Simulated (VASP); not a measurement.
# H (Fm-3m) in VASP: single point with PBEsol

Aim: the single point of H with PBEsol.

Everything below comes from runs of VASP 6.6.1. Logs are shortened: lines on timing, memory, paths and dates and some standing lists are left out, and cuts for length are marked.

### 1 The cell of the first run

Symmetry: Fm-3m, No. 225, cubic system. Conventional cell: a = 2.268 Å, b = 2.268 Å, c = 2.268 Å, α = 90.00°, β = 90.00°, γ = 90.00°. H (site symmetry m-3m) has 12 H at 1.60 Å within 2.1 Å.

### 2 Single point, PBEsol

File INCAR:

```
SYSTEM = H
  PREC = Accurate
  ENCUT = 520
  EDIFF = 1E-6
  ISMEAR = -1
  SIGMA = 0.13605693000000002
  LREAL = .False.
  LASPH = .True.
  NELM = 80
  ALGO = Normal
  ISIF = 2
  LWAVE = .False.
  LCHARG = .False.
  GGA = PS
  NBANDS = 6
```

File KPOINTS:

```
Automatic mesh
0
Gamma
  18 18 18
  0 0 0
```

File POSCAR:

```
H
1.0
    0.0000000000      1.1340585516      1.1340585516
    1.1340585516      0.0000000000      1.1340585516
    1.1340585516      1.1340585516      0.0000000000
H
1
Direct
    0.0000000000      0.0000000000      0.0000000000
```

Potentials or basis: VASP PAW PBE potentials, release 64 (H).

On the command line:

```bash
$ cat potpaw_PBE.64/H/POTCAR > POTCAR
$ mpirun -np 1 vasp_std > vasp.out
```

OUTCAR:

```text
SYSTEM = H
   PREC = Accurate
   ENCUT = 520
   EDIFF = 1E-6
   ISMEAR = -1
   LREAL = .False.
   LASPH = .True.
   NELM = 80
   ISIF = 2
   GGA = PS

 ion  position               nearest neighbor table
   1  0.000  0.000  0.000-

  LATTYP: Found a face centered cubic cell.
 ALAT       =     2.2681171032

  Lattice vectors:

 A1 = (   0.0000000000,   1.1340585516,   1.1340585516)
 A2 = (   1.1340585516,   0.0000000000,   1.1340585516)
 A3 = (   1.1340585516,   1.1340585516,   0.0000000000)

Analysis of symmetry for initial positions (statically):
=====================================================================
 Subroutine PRICEL returns:
 Original cell was already a primitive cell.

 Routine SETGRP: Setting up the symmetry group for a
 face centered cubic supercell.

 Subroutine GETGRP returns: Found 48 space group operations
 (whereof 48 operations were pure point group operations)
 out of a pool of 48 trial point group operations.

The static configuration has the point symmetry O_h .

Analysis of symmetry for dynamics (positions and initial velocities):
=====================================================================
 Subroutine PRICEL returns:
 Original cell was already a primitive cell.

 Routine SETGRP: Setting up the symmetry group for a
 face centered cubic supercell.

 Subroutine GETGRP returns: Found 48 space group operations
 (whereof 48 operations were pure point group operations)
 out of a pool of 48 trial point group operations.

The dynamic configuration has the point symmetry O_h .

 Subroutine INISYM returns: Found 48 space group operations
 (whereof 48 operations are pure point group operations),
 and found     1 'primitive' translations

----------------------------------------------------------------------------------------

                                     Primitive cell

  volume of cell :       2.9170

  direct lattice vectors                    reciprocal lattice vectors
     0.000000000  1.134058552  1.134058552    -0.440894343  0.440894343  0.440894343
     1.134058552  0.000000000  1.134058552     0.440894343 -0.440894343  0.440894343
     1.134058552  1.134058552  0.000000000     0.440894343  0.440894343 -0.440894343

  length of vectors
     1.603800984  1.603800984  1.603800984     0.763651403  0.763651403  0.763651403

  position of ions in fractional coordinates (direct lattice)
     0.000000000  0.000000000  0.000000000

  ion indices of the primitive-cell ions
   primitive index   ion index
                 1           1

----------------------------------------------------------------------------------------

 KPOINTS: Automatic mesh

Automatic generation of k-mesh.
 Grid dimensions read from file:
 generate k-points for:   18   18   18

 Generating k-lattice:

  Cartesian coordinates                     Fractional coordinates (reciprocal lattice)
    -0.024494130  0.024494130  0.024494130     0.055555556  0.000000000  0.000000000
     0.024494130 -0.024494130  0.024494130     0.000000000  0.055555556  0.000000000
     0.024494130  0.024494130 -0.024494130     0.000000000  0.000000000  0.055555556

  Length of vectors
     0.042425078  0.042425078  0.042425078

  Shift w.r.t. Gamma in fractional coordinates (k-lattice)
     0.000000000  0.000000000  0.000000000

 Subroutine IBZKPT returns following result:
 ===========================================

 Found    195 irreducible k-points:

 Following reciprocal coordinates:
            Coordinates               Weight
  0.000000  0.000000  0.000000      1.000000
  0.055556  0.000000  0.000000      8.000000
  0.111111  0.000000  0.000000      8.000000
  0.166667  0.000000  0.000000      8.000000
  0.222222  0.000000  0.000000      8.000000
  0.277778  0.000000  0.000000      8.000000
[... 16 lines left out ...]
 -0.277778  0.055556  0.000000     24.000000
 -0.222222  0.055556  0.000000     24.000000
 [... further k-points ...]
   k-points           NKPTS =    195   k-points in BZ     NKDIM =    195   number of bands    NBANDS=      6
   number of dos      NEDOS =    301   number of ions     NIONS =      1
   total plane-waves  NPLWV =   1728
   dimension x,y,z NGX =    12 NGY =   12 NGZ =   12
   dimension x,y,z NGXF=    24 NGYF=   24 NGZF=   24
   ions per type =               1
   NGX,Y,Z   is equivalent  to a cutoff of  12.44, 12.44, 12.44 a.u.
   NGXF,Y,Z  is equivalent  to a cutoff of  24.88, 24.88, 24.88 a.u.
 SYSTEM =  H
   PREC   = accura    normal or accurate (medium, high low for compatibility)
   ISTART =      0    job   : 0-new  1-cont  2-samecut
   ICHARG =      2    charge: 1-file 2-atom 10-const
   ISPIN  =      1    spin polarized calculation?
   LNONCOLLINEAR =      F non collinear calculations
   LSORBIT =      F    spin-orbit coupling
   LASPH  =      T    aspherical Exc in radial PAW
   ENCUT  =  520.0 eV  38.22 Ry    6.18 a.u.   2.98  2.98  2.98*2*pi/ulx,y,z
   NELM   =     80;   NELMIN=  2; NELMDL= -5     # of ELM steps
   EDIFF  = 0.1E-05   stopping-criterion for ELM
   LREAL  =      F    real-space projection
   EDIFFG = 0.1E-04   stopping-criterion for IOM
   NSW    =      0    number of steps for IOM
   IBRION =     -1    ionic relax: 0-MD 1-quasi-New 2-CG
   NFREE  =      0    steps in history (QN), initial steepest desc. (CG)
   ISIF   =      2    stress and relaxation
   ISYM   =      2    0-nonsym 1-usesym 2-fastsym
   POTIM  = 0.5000    time-step for ionic-motion
   TEBEG  =    0.0;   TEEND  =   0.0 temperature during run
   PSTRESS=    0.0 pullay stress
   NELECT =       1.0000    total number of electrons
   NUPDOWN=      -1.0000    fix difference up-down
   EMIN   =  10.00;   EMAX   =-10.00  energy-range for DOS
   EFERMI =   0.00;   METHOD = LEGACY
   ISMEAR =    -1;   SIGMA  =   0.14  broadening in eV -4-tet -1-fermi 0-gaus
   EFERMI_NEDOS =   21; number of points for ismear=-14 and -15
   IALGO  =     38    algorithm
   IMIX   =      4    mixing-type and parameters
     AMIX     =   0.40;   BMIX     =  1.00
     AMIX_MAG =   1.60;   BMIX_MAG =  1.00
  volume/ion in A,a.u.               =       2.92        19.68
  Fermi-wavevector in a.u.,A,eV,Ry     =   1.145766  2.165184 17.861460  1.312780
  Thomas-Fermi vector in A             =   2.282453
   LORBIT       =      0    0 simple, 1 ext, 2 COOP (PROOUT), +10 PAW based schemes
   GGA     = PS    functional components
   LHFCALC =     F    Hartree Fock is set to
   AEXX    =    0.0000 exact exchange contribution
   IVDW    =     0    specifies the selected vdW correction
   LEPSILON=     F    determine dielectric tensor
   LRPA    =     F    only Hartree local field effects (RPA)
 non-spin polarized calculation
  energy-cutoff  :      520.00
  volume of cell :        2.92
 maximum number of plane-waves:        84
   NGX =  5   NGY =  5   NGZ =  5

 number of electron       1.0000000 magnetization

 Free energy of the ion-electron system (eV)
  ---------------------------------------------------
  ext. energy  EPLUGINS =         0.00000000
  ---------------------------------------------------
  free energy    TOTEN  =        -2.22738779 eV

  energy without entropy =       -2.22131927  energy(sigma->0) =       -2.22435353

 E-fermi :   3.2025     XC(G=0): -11.2558

 val. band max:        3.0741428753   @ k =   0.5000   0.3333   0.1111
 cond. band min:       3.2168525805   @ k =   0.3889   0.3889   0.0000
 fundamental gap:      0.1427097052
 Fermi energy:         3.2024980625

 k-point     1 :       0.0000    0.0000    0.0000
  band No.  band energies     occupation
      1     -13.5979      2.00000
      2      59.5333      0.00000
      3      74.7594      0.00000
      4      74.7594      0.00000
      5      74.7594      0.00000
      6      78.0239      0.00000

 k-point     2 :       0.0556    0.0000    0.0000
  band No.  band energies     occupation
      1     -13.3345      2.00000
      2      57.7362      0.00000
      3      69.8686      0.00000
      4      73.0254      0.00000
      5      73.0254      0.00000
      6      78.3464      0.00000

 k-point     3 :       0.1111    0.0000    0.0000
  band No.  band energies     occupation
      1     -12.5454      2.00000
      2      52.6433      0.00000
      3      65.4590      0.00000
      4      70.7594      0.00000
      5      70.7594      0.00000
      6      80.8391      0.00000

 k-point     4 :       0.1667    0.0000    0.0000
  band No.  band energies     occupation
      1     -11.2333      2.00000
      2      45.8559      0.00000
      3      62.8173      0.00000
      4      68.9027      0.00000
      5      68.9027      0.00000
      6      83.3753      0.00000

 k-point     5 :       0.2222    0.0000    0.0000
  band No.  band energies     occupation
      1      -9.4035      2.00000
      2      38.7788      0.00000
      3      61.0499      0.00000
      4      67.5417      0.00000
      5      67.5417      0.00000
      6      82.1176      0.00000
[... 136 lines left out ...]
 k-point    21 :      -0.3889    0.0556    0.0000
  band No.  band energies     occupation
      1       0.3197      2.00000
      2      18.2395      0.00000
      3      54.7016      0.00000
      4      65.0070      0.00000
      5      67.5463      0.00000
      6      71.4436      0.00000

 k-point    22 :      -0.3333    0.0556    0.0000
  band No.  band energies     occupation
      1      -2.9915      2.00000
      2      23.7799      0.00000
      3      54.7920      0.00000
      4      65.6152      0.00000
      5      69.2619      0.00000
      6      72.8407      0.00000

 k-point    23 :      -0.2778    0.0556    0.0000
  band No.  band energies     occupation
      1      -5.9508      2.00000
      2      29.9645      0.00000
      3      55.2739      0.00000
      4      66.3830      0.00000
      5      70.3961      0.00000
      6      75.1710      0.00000

 k-point    24 :      -0.2222    0.0556    0.0000
  band No.  band energies     occupation
      1      -8.4484      2.00000
      2      36.6196      0.00000
      3      56.2439      0.00000
      4      67.3784      0.00000
      5      71.3999      0.00000
      6      78.2222      0.00000

 [... further k-points ...]

------------------------ aborting loop because EDIFF is reached ----------------------------------------

  FORCE on cell =-STRESS in cart. coord.  units (eV):
  Direction    XX          YY          ZZ          XY          YZ          ZX
  --------------------------------------------------------------------------------------
  -------------------------------------------------------------------------------------
  Total       -0.0092529     -0.0092529     -0.0092529      0.0000000      0.0000000      0.0000000
  in kB       -5.0822102     -5.0822102     -5.0822102      0.0000000      0.0000000      0.0000000
  external PRESSURE =      -5.0822102 kB  Pullay stress =       0.0000000 kB

 VOLUME and BASIS-vectors are now :
 -----------------------------------------------------------------------------
  energy-cutoff  :      520.00
  volume of cell :        2.92
      direct lattice vectors                 reciprocal lattice vectors
     0.000000000  1.134058552  1.134058552    -0.440894343  0.440894343  0.440894343
     1.134058552  0.000000000  1.134058552     0.440894343 -0.440894343  0.440894343
     1.134058552  1.134058552  0.000000000     0.440894343  0.440894343 -0.440894343

 POSITION                                       TOTAL-FORCE (eV/Angst)
 -----------------------------------------------------------------------------------
      0.00000      0.00000      0.00000         0.000000      0.000000      0.000000
 -----------------------------------------------------------------------------------
    total drift:                                0.000000     -0.000000     -0.000000

  FREE ENERGIE OF THE ION-ELECTRON SYSTEM (eV)
  ---------------------------------------------------
  free  energy   TOTEN  =        -2.2273877940 eV

  energy  without entropy=       -2.2213192699  energy(sigma->0) =       -2.22435353
```

Run time: 5.4 s. Hardware: 1 thread of Intel Xeon 8259CL, shared host; peak memory 0.1 GiB.

What came out:

* Free energy: -2.2274 eV
* Pressure: -0.5 GPa

Levels at points of the mesh, in eV from the Fermi level:
```csv
k point,band 1,band 2
"(0.00, 0.00, 0.00)",-16.80,56.33
"(0.50, 0.00, 0.00)",1.07,9.19
"(0.50, 0.50, 0.00)",7.61,15.85
```

Caveat: the PAW data sets were made with another functional, which shifts forces and pressure a little.
